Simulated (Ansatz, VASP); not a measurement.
**One calculation of MnHg, two programs**

```
Mn Hg
1.0
     3.25880    0.00000    0.00000
     0.00000    3.25880    0.00000
     0.00000    0.00000    3.25880
Mn Hg
1 1
Cartesian
  1.6294 1.6294 1.6294
  0.0000 0.0000 0.0000
```

Change from the starting cell: volume scaled by 0.95, no spin polarisation, LAPW.

Alike in both runs: task single point; functional PBE; k mesh 10 × 10 × 10; occupations fermi-dirac, width 0.1 eV; no spin polarisation.

|  | VASP | Ansatz |
| --- | --- | --- |
| version | VASP 6.6.1 | Ansatz 0.2.0 |
| potentials or method | VASP PAW PBE potentials, release 64 (Mn_pv, Hg), cutoff 520 eV | all-electron LAPW, scalar-relativistic |

Ansatz gave:

| Item | Value |
| --- | --- |
| pressure (GPa) | -11.0 |

Which values does VASP return?

Pressure (GPa): -10.2.

Ansatz ran all-electron here, and VASP with PAW potentials.

Neither program's run includes spin-orbit coupling.
